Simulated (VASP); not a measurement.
# MgSiN (P-6m2) in VASP: further runs

The runs below take MgSiN through relaxation of cell and atoms, single point, with PBE.

All numbers are computed with VASP 6.6.1; they aren't measurements. Logs are shortened: lines on timing, memory, paths and dates and some standing lists are left out, and cuts for length are marked.

## Step 1: The cell of the first run

Symmetry: P-6m2, No. 187, hexagonal system. Conventional cell: a = 3.388 Å, b = 3.388 Å, c = 3.460 Å, α = 90.00°, β = 90.00°, γ = 120.00°. Mg (site symmetry -6m2) has 3 Si at 1.96 Å and 6 N at 2.61 Å within 2.7 Å. Si (site symmetry -6m2) has 3 Mg at 1.96 Å and 6 N at 2.61 Å within 2.7 Å. N (site symmetry -6m2) has 6 Si at 2.61 Å and 6 Mg at 2.61 Å and 8 N at 3.39 to 3.46 Å within 3.5 Å.

The cell was built from a structure type or drawn by symmetry, and may not be a known phase.

## Step 2: Relaxation of cell and atoms, PBE

Contents of INCAR:

```
PREC     = Accurate       # precision mode
ENCUT    = 750            # plane-wave cutoff, eV
EDIFF    = 1E-7           # SCF threshold, eV
ISMEAR   = 0              # smearing method
SIGMA    = 0.1            # smearing width, eV
LREAL    = False          # projectors in reciprocal space
LASPH    = True           # aspherical terms in the spheres
NELM     = 120            # most SCF steps
ALGO     = Normal         # electronic algorithm
ISIF     = 3              # what is computed and relaxed
LWAVE    = False          # write WAVECAR
LCHARG   = False          # write CHGCAR
GGA      = PE             # functional
IBRION   = 2              # ionic algorithm
NSW      = 90             # ionic steps
EDIFFG   = -0.04          # ionic threshold
GGA_COMPAT= False        
NELMIN   = 4
```

Contents of KPOINTS:

```
Automatic mesh
0
Gamma
  6 6 6
```

Contents of POSCAR:

```
MgSiN
1.0
    3.3878193700      0.0000000000      0.0000000000
   -1.6939096900      2.9339376400      0.0000000000
    0.0000000000      0.0000000000      3.4595881400
Mg Si N
1 1 1
Direct
    0.0000000000      0.0000000000      0.0000000000
    0.3333333300      0.6666666700      0.0000000000
    0.6666666700      0.3333333300      0.5000000000
```

Potentials or basis: VASP PAW PBE potentials, release 64 (Mg_sv, Si, N).

On the command line:

```bash
$ cat potpaw_PBE.64/Mg_sv/POTCAR potpaw_PBE.64/Si/POTCAR potpaw_PBE.64/N/POTCAR > POTCAR
$ mpirun -np 1 vasp_std > vasp.out
```

OUTCAR:

```text
PREC = Accurate
   ENCUT = 750
   EDIFF = 1E-7
   ISMEAR = 0
   LREAL = False
   LASPH = True
   NELM = 120
   ISIF = 3
   GGA = PE
   IBRION = 2
   NSW = 90
   EDIFFG = -0.04
   NELMIN = 4

 ion  position               nearest neighbor table
   1  0.000  0.000  0.000-   2 1.96   2 1.96   2 1.96
   2  0.333  0.667  0.000-   1 1.96   1 1.96   1 1.96
   3  0.667  0.333  0.500-

  LATTYP: Found a hexagonal cell.
 ALAT       =     3.3878193700
 C/A-ratio  =     1.0211843555

  Lattice vectors:

 A1 = (   3.3878193700,   0.0000000000,   0.0000000000)
 A2 = (  -1.6939096900,   2.9339376400,   0.0000000000)
 A3 = (   0.0000000000,   0.0000000000,   3.4595881400)

Analysis of symmetry for initial positions (statically):
=====================================================================
 Subroutine PRICEL returns:
 Original cell was already a primitive cell.

 Routine SETGRP: Setting up the symmetry group for a
 hexagonal supercell.

 Subroutine GETGRP returns: Found 12 space group operations
 (whereof 12 operations were pure point group operations)
 out of a pool of 24 trial point group operations.

The static configuration has the point symmetry D_3h.

Analysis of symmetry for dynamics (positions and initial velocities):
=====================================================================
 Subroutine PRICEL returns:
 Original cell was already a primitive cell.

 Routine SETGRP: Setting up the symmetry group for a
 hexagonal supercell.

 Subroutine GETGRP returns: Found 12 space group operations
 (whereof 12 operations were pure point group operations)
 out of a pool of 24 trial point group operations.

The dynamic configuration has the point symmetry D_3h.

 Subroutine INISYM returns: Found 12 space group operations
 (whereof 12 operations are pure point group operations),
 and found     1 'primitive' translations

----------------------------------------------------------------------------------------

                                     Primitive cell

  volume of cell :      34.3871

  direct lattice vectors                    reciprocal lattice vectors
     3.387819370  0.000000000  0.000000000     0.295175123  0.170419437  0.000000000
    -1.693909690  2.933937640  0.000000000     0.000000000  0.340838873  0.000000000
     0.000000000  0.000000000  3.459588140     0.000000000  0.000000000  0.289051748

  length of vectors
     3.387819370  3.387819374  3.459588140     0.340838874  0.340838873  0.289051748

  position of ions in fractional coordinates (direct lattice)
     0.000000000  0.000000000  0.000000000
     0.333333330  0.666666670  0.000000000
     0.666666670  0.333333330  0.500000000

  ion indices of the primitive-cell ions
   primitive index   ion index
                 1           1
                 2           2
                 3           3

----------------------------------------------------------------------------------------

 KPOINTS: Automatic mesh

Automatic generation of k-mesh.
 Grid dimensions read from file:
 generate k-points for:    6    6    6

 Generating k-lattice:

  Cartesian coordinates                     Fractional coordinates (reciprocal lattice)
     0.049195854  0.028403240  0.000000000     0.166666667 -0.000000000  0.000000000
     0.000000000  0.056806479  0.000000000     0.000000000  0.166666667  0.000000000
     0.000000000  0.000000000  0.048175291     0.000000000  0.000000000  0.166666667

  Length of vectors
     0.056806479  0.056806479  0.048175291

  Shift w.r.t. Gamma in fractional coordinates (k-lattice)
     0.000000000  0.000000000  0.000000000

 Subroutine IBZKPT returns following result:
 ===========================================

 Found     28 irreducible k-points:

 Following reciprocal coordinates:
            Coordinates               Weight
  0.000000  0.000000  0.000000      1.000000
  0.166667  0.000000  0.000000      6.000000
  0.333333  0.000000  0.000000      6.000000
  0.500000  0.000000  0.000000      3.000000
  0.166667  0.166667  0.000000      6.000000
  0.333333  0.166667  0.000000     12.000000
[... 44 lines left out ...]
     11       3.7144      0.02676
     12       6.8163      0.00000
     13       7.8898      0.00000
[... 354 lines left out ...]
  band No.  band energies     occupation
      1     -72.1761      2.00000
      2     -38.9643      2.00000
      3     -38.9468      2.00000
      4     -38.9468      2.00000
      5      -8.5902      2.00000
      6      -3.3356      2.00000
      7       0.1808      2.00000
      8       0.6452      2.00000
      9       2.3074      2.00000
     10       3.7304      0.01461
     11       4.1784      0.00000
     12       4.2247      0.00000
     13       7.2525      0.00000

 [... further k-points ...]

 E-fermi :   4.0782     XC(G=0):  -9.8906

 val. band max:        4.0781000200   @ k =   0.3333   0.3333   0.0000
 cond. band min:       4.0972849931   @ k =   0.3333   0.1667   0.3333
 fundamental gap:      0.0191849731
 Fermi energy:         4.0782117736

 k-point     1 :       0.0000    0.0000    0.0000
  band No.  band energies     occupation
      1     -71.7009      2.00000
      2     -38.4764      2.00000
      3     -38.4703      2.00000
      4     -38.4702      2.00000
      5      -9.3724      2.00000
      6      -3.2734      2.00000
      7       1.7646      2.00000
      8       1.7646      2.00000
      9       3.7054      2.00000
     10       4.0079      1.67970
     11       4.0079      1.67970
     12       6.9833      0.00000
     13       9.1368      0.00000
[... 354 lines left out ...]
  band No.  band energies     occupation
      1     -71.7009      2.00000
      2     -38.4960      2.00000
      3     -38.4694      2.00000
      4     -38.4693      2.00000
      5      -8.1760      2.00000
      6      -2.6973      2.00000
      7       0.3824      2.00000
      8       1.0955      2.00000
      9       2.6402      2.00000
     10       4.3617      0.00006
     11       4.4296      0.00000
     12       4.8132      0.00000
     13       7.5517      0.00000

 [... further k-points ...]

[... ionic steps 4 to 10 ...]

--------------------------------------- Ionic step       11  -------------------------------------------

 number of electron      18.9999968 magnetization

------------------------ aborting loop because EDIFF is reached ----------------------------------------
[... 69 lines left out ...]
--------------------------------------- Ionic step       13  -------------------------------------------

 number of electron      18.9999963 magnetization

 Free energy of the ion-electron system (eV)
  ---------------------------------------------------
  ext. energy  EPLUGINS =         0.00000000
  ---------------------------------------------------
  free energy    TOTEN  =       -10.49428414 eV

  energy without entropy =      -10.47951332  energy(sigma->0) =      -10.48689873

 E-fermi :   4.9490     XC(G=0): -10.3614

 val. band max:        4.9346255986   @ k =   0.1667   0.0000   0.3333
 cond. band min:       5.0084157515   @ k =   0.1667   0.1667   0.5000
 fundamental gap:      0.0737901529
 Fermi energy:         4.9490350947

 k-point     1 :       0.0000    0.0000    0.0000
  band No.  band energies     occupation
      1     -70.8266      2.00000
      2     -37.5958      2.00000
      3     -37.5839      2.00000
      4     -37.5839      2.00000
      5      -9.1213      2.00000
      6      -2.7794      2.00000
      7       1.9086      2.00000
      8       1.9086      2.00000
      9       4.3086      2.00000
     10       4.3086      2.00000
     11       5.5657      0.00000
     12       6.7933      0.00000
     13      12.9381      0.00000
[... 354 lines left out ...]
  band No.  band energies     occupation
      1     -70.8206      2.00000
      2     -37.6780      2.00000
      3     -37.5768      2.00000
      4     -37.5763      2.00000
      5      -7.2790      2.00000
      6      -1.0843      2.00000
      7       0.8575      2.00000
      8       2.0307      2.00000
      9       3.3740      2.00000
     10       4.7999      1.96509
     11       5.9156      0.00000
     12       6.0852      0.00000
     13       8.0186      0.00000

 [... further k-points ...]
[... 5 lines left out ...]
  --------------------------------------------------------------------------------------
  -------------------------------------------------------------------------------------
  Total       -0.0102564     -0.0102564      0.0003978      0.0000000      0.0000000     -0.0000000
  in kB       -0.3787850     -0.3787850      0.0146896      0.0000000      0.0000000     -0.0000000
  external PRESSURE =      -0.2476268 kB  Pullay stress =       0.0000000 kB
[... 18 lines left out ...]
  FREE ENERGIE OF THE ION-ELECTRON SYSTEM (eV)
  ---------------------------------------------------
  free  energy   TOTEN  =       -10.4942841376 eV

  energy  without entropy=      -10.4795133201  energy(sigma->0) =      -10.48689873

 reached required accuracy - stopping structural energy minimisation
```

Wall time 2 min (1 thread of Intel Xeon 6975P-C (Granite Rapids), shared host); peak memory 0.19 GiB.

Results:

```
Free energy                           : -10.4943 eV
Relaxed volume                        : 14.46 Å³/atom
Relaxed cell                          : a = 4.272 Å, b = 4.272 Å, c = 2.745 Å, α = 90.00°, β = 90.00°, γ = 120.00°
Space group after relaxing (to 0.1 Å) : P-6m2 (No. 187)
Energy gained by relaxing             : 1659.1 meV/atom
Ionic steps                           : 13
Pressure after relaxing               : 0.0 GPa
Band gap on the k mesh                : zero (an odd number of electrons rules out a gap without spin polarisation)
```

The path:
```csv
step,energy change (eV),largest force (eV/Å),pressure (GPa),volume (Å³)
1,0.0000,0.0000,67.25,34.39
2,-3.7834,0.0000,-18.86,61.21
3,-4.5741,0.0000,-3.14,50.18
4,-4.5798,0.0000,-4.38,50.89
5,-4.7372,0.0000,-2.93,48.14
6,-4.8965,0.0000,0.36,44.37
7,-4.5580,0.0000,16.98,36.88
8,-4.9498,0.0000,2.37,42.73
9,-4.9533,0.0000,4.08,41.58
10,-4.9559,0.0000,3.39,42.03
11,-4.9525,0.0000,-0.70,43.21
12,-4.9734,0.0000,1.36,42.58
13,-4.9774,0.0000,-0.02,43.38
```

Final structure:
```
Mg Si N
1.0
     4.27184    0.00000    0.00000
    -2.13592    3.69952    0.00000
     0.00000    0.00000    2.74506
Mg Si N
1 1 1
Direct
  0.00000 0.00000 0.00000
  0.33333 0.66667 0.00000
  0.66667 0.33333 0.50000
```

Caveat: the volume moved by over 15 % at a fixed basis, so the end points are rough.

## Step 3: Single point, PBE

This run uses another cell than the first one, of 14.77 Å³/atom.

Contents of INCAR:

```
SYSTEM = MgSiN
  PREC = Accurate
  ENCUT = 520
  EDIFF = 1E-7
  ISMEAR = 0
  SIGMA = 0.1
  LREAL = .False.
  LASPH = .True.
  NELM = 80
  ALGO = Normal
  ISIF = 2
  LWAVE = .False.
  LCHARG = .False.
  GGA = PE
  NBANDS = 12
```

Contents of KPOINTS:

```
Automatic mesh
0
Gamma
  6 6 6
  0 0 0
```

Contents of POSCAR:

```
MgSiN
1.0
    4.3112393048      0.0000000037      0.0000000000
   -2.1556196556      3.7336427579      0.0000000000
    0.0000000000      0.0000000000      2.7524441400
Mg Si N
1 1 1
Direct
    0.0000000000      0.0000000000      0.0000000000
    0.3333333333      0.6666666667      0.0000000000
    0.6666666667      0.3333333333      0.5000000000
```

Potentials or basis: VASP PAW PBE potentials, release 64 (Mg, Si, N).

On the command line:

```bash
$ cat potpaw_PBE.64/Mg/POTCAR potpaw_PBE.64/Si/POTCAR potpaw_PBE.64/N/POTCAR > POTCAR
$ mpirun -np 1 vasp_std > vasp.out
```

It took 27 s on 1 thread of Intel Xeon 8259CL, shared host; peak memory 0.16 GiB.

The run converged. Its results:

```yaml
Free_energy: -10.5496 eV
Pressure: -0.3 GPa
Band_gap_on_the_k_mesh: zero (an odd number of electrons rules out a gap without spin polarisation)
```

Stress tensor (GPa, compression positive):
```
-0.31  0.00  0.00
 0.00 -0.31  0.00
 0.00  0.00 -0.43
```

Levels at points of the mesh, in eV from the Fermi level:
```
           k point  band 2  band 3  band 4  band 5  band 6  band 7  band 8  band 9  band 10  band 11
(0.00, 0.00, 0.00)   -7.74   -2.95   -2.95   -0.63   -0.63    0.68    1.69    7.95     7.98     8.01
(0.50, 0.00, 0.00)   -9.08   -4.22   -4.08    0.79    0.79    1.84    3.80    7.78     8.43     8.58
(0.00, 0.00, 0.50)   -6.83   -2.76   -1.17   -1.17   -0.80    1.58    1.58    4.68     5.70     5.70
(0.50, 0.00, 0.50)   -5.34   -4.26   -3.74   -1.58   -0.13    0.84    0.95    3.23     7.33     8.37
```

Caveat: the k points lie up to 0.38 Å⁻¹ apart, too coarse for converged energies and pressures of a metal.

## Step 4: Single point, PBE

This run uses another cell than the first one, of 14.54 Å³/atom.

Contents of INCAR:

```
SYSTEM = MgSiN
PREC = Accurate
ENCUT = 520
EDIFF = 1E-6
ISMEAR = 0
SIGMA = 0.1
LREAL = .FALSE.
LASPH = .TRUE.
NELM = 80
ALGO = Normal
ISIF = 2
LWAVE = .FALSE.
LCHARG = .TRUE.
GGA = PE
LELF = .TRUE.
LVHAR = .TRUE.
NBANDS = 12
```

Contents of KPOINTS:

```
Automatic mesh
0
G
  12 12 16
  0 0 0
```

Contents of POSCAR:

```
MgSiN
1.0
    4.3808941262      0.0000000000      0.0000000000
   -2.1904470631      3.7939656045      0.0000000000
    0.0000000000      0.0000000000      2.6237094374
Mg Si N
1 1 1
Direct
    0.0000000000      0.0000000000      0.0000000000
    0.3333333333      0.6666666667      0.0000000000
    0.6666666667      0.3333333333      0.5000000000
```

On the command line:

```bash
$ cat potpaw_PBE.64/Mg/POTCAR potpaw_PBE.64/Si/POTCAR potpaw_PBE.64/N/POTCAR > POTCAR
$ mpirun -np 1 vasp_std > vasp.out
```

Wall time 1.8 min (1 thread of Intel Xeon 8259CL, shared host); peak memory 0.25 GiB.

It converged, with:

- Free energy: -10.5971 eV
- Pressure: -0.1 GPa
- Band gap on the k mesh: zero (an odd number of electrons rules out a gap without spin polarisation)

Levels at points of the mesh, in eV from the Fermi level:
```csv
k point,band 4,band 5,band 6,band 7,band 8,band 9
"(0.00, 0.00, 0.00)",-3.30,-1.08,-1.08,0.94,1.01,7.76
"(0.50, 0.00, 0.00)",-4.43,0.44,1.08,1.48,3.36,7.87
"(0.00, 0.00, 0.50)",-1.23,-1.23,-1.16,1.72,1.72,4.18
"(0.50, 0.00, 0.50)",-3.80,-1.62,-0.45,0.97,1.02,2.91
```

## Step 5: Relaxation of cell and atoms, PBE

This run uses another cell than the first one, of 14.77 Å³/atom.

Contents of INCAR:

```
PREC     = Accurate       # precision mode
ENCUT    = 600            # plane-wave cutoff, eV
EDIFF    = 1E-7           # SCF threshold, eV
ISMEAR   = 0              # smearing method
SIGMA    = 0.1            # smearing width, eV
LREAL    = F              # projectors in reciprocal space
LASPH    = T              # aspherical terms in the spheres
NELM     = 100            # most SCF steps
ALGO     = Normal         # electronic algorithm
ISIF     = 3              # what is computed and relaxed
LWAVE    = F              # write WAVECAR
LCHARG   = F              # write CHGCAR
GGA      = PE             # functional
IBRION   = 2              # ionic algorithm
NSW      = 100            # ionic steps
EDIFFG   = -0.01          # ionic threshold
```

Contents of KPOINTS:

```
regular mesh
0
Gamma
  12 12 16
```

Contents of POSCAR:

```
MgSiN
1.0
    4.3112393048      0.0000000000      0.0000000000
   -2.1556196524      3.7336427597      0.0000000000
    0.0000000000      0.0000000000      2.7524441400
Mg Si N
1 1 1
Direct
    0.0000000000      0.0000000000      0.0000000000
    0.3333333333      0.6666666667      0.0000000000
    0.6666666667      0.3333333333      0.5000000000
```

On the command line:

```bash
$ cat potpaw_PBE.64/Mg/POTCAR potpaw_PBE.64/Si/POTCAR potpaw_PBE.64/N/POTCAR > POTCAR
$ mpirun -np 1 vasp_std > vasp.out
```

It took 7.5 min on 1 thread of Intel Xeon 8259CL, shared host; peak memory 0.28 GiB.

It converged, with:

| Item | Value |
| --- | --- |
| Free energy | -10.5991 eV |
| Relaxed volume | 14.51 Å³/atom |
| Relaxed cell | a = 4.379 Å, b = 4.379 Å, c = 2.621 Å, α = 90.00°, β = 90.00°, γ = 120.00° |
| Space group after relaxing (to 0.1 Å) | P-6m2 (No. 187) |
| Energy gained by relaxing | 14.5 meV/atom |
| Ionic steps | 7 |
| Pressure after relaxing | 0.0 GPa |
| Band gap on the k mesh | zero (an odd number of electrons rules out a gap without spin polarisation) |

Stress tensor (GPa, compression positive):
```
-0.03  0.00  0.00
 0.00 -0.03  0.00
 0.00  0.00  0.07
```

Step by step:
```
step  energy change (eV)  largest force (eV/Å)  pressure (GPa)  volume (Å³)
   1              0.0000                0.0000           -0.36        44.31
   2             -0.0295                0.0000           -0.48        44.08
   3             -0.0428                0.0000           -0.43        43.76
   4             -0.0430                0.0000           -0.44        43.80
   5             -0.0431                0.0000           -0.44        43.79
   6             -0.0434                0.0000            0.10        43.47
   7             -0.0434                0.0000            0.00        43.53
```

Final structure:
```yaml
crystal:
  lattice:
    - [4.37926, 0.00000, 0.00000]
    - [-2.18963, 3.79255, 0.00000]
    - [0.00000, 0.00000, 2.62111]
  atoms:
    - { symbol: Mg, position: [0.00000, 0.00000, 0.00000] }
    - { symbol: Si, position: [0.33333, 0.66667, 0.00000] }
    - { symbol: N, position: [0.66667, 0.33333, 0.50000] }
```

Levels at points of the mesh, in eV from the Fermi level:
| k point | band 3 | band 4 | band 5 | band 6 | band 7 | band 8 | band 9 |
| --- | --- | --- | --- | --- | --- | --- | --- |
| (0.00, 0.00, 0.00) | -3.31 | -3.31 | -1.08 | -1.08 | 0.94 | 1.01 | 7.77 |
| (0.50, 0.00, 0.00) | -4.64 | -4.44 | 0.44 | 1.08 | 1.48 | 3.36 | 7.87 |
| (0.00, 0.00, 0.50) | -3.20 | -1.23 | -1.23 | -1.16 | 1.72 | 1.72 | 4.19 |
| (0.50, 0.00, 0.50) | -4.44 | -3.80 | -1.63 | -0.45 | 0.98 | 1.02 | 2.91 |

## Step 6: Overview

| task | potentials or basis | cell | k mesh | cutoff (eV) | mended | gap on the mesh (eV) | pressure (GPa) | relaxed volume (Å³/atom) |
| --- | --- | --- | --- | --- | --- | --- | --- | --- |
| relaxation of cell and atoms | VASP PAW PBE potentials, release 64 (Mg_sv, Si, N) | relaxed from a = 3.388, b = 3.388, c = 3.460 Å, angles 90.0, 90.0, 120.0°, 3 atoms | 6 × 6 × 6 | 750 | yes | none | 0.0 | 14.46 |
| single point | VASP PAW PBE potentials, release 64 (Mg, Si, N) | a = 4.311, b = 4.311, c = 2.752 Å, angles 90.0, 90.0, 120.0°, 3 atoms | 6 × 6 × 6 | 520 | - | none | -0.3 | - |
| single point | VASP PAW PBE potentials, release 64 (Mg, Si, N) | a = 4.381, b = 4.381, c = 2.624 Å, angles 90.0, 90.0, 120.0°, 3 atoms | 12 × 12 × 16 | 520 | - | none | -0.1 | - |
| relaxation of cell and atoms | VASP PAW PBE potentials, release 64 (Mg, Si, N) | relaxed from a = 4.311, b = 4.311, c = 2.752 Å, angles 90.0, 90.0, 120.0°, 3 atoms | 12 × 12 × 16 | 600 | - | none | 0.0 | 14.51 |

Alike in all rows: level PBE; no spin polarisation; smearing gaussian 0.1 eV.

Caveats: some runs use coarse meshes; the volume moved by over 15 % at a fixed basis, so the end points are rough (at least some runs).

Absolute energies hang on the potentials; compare differences alone.
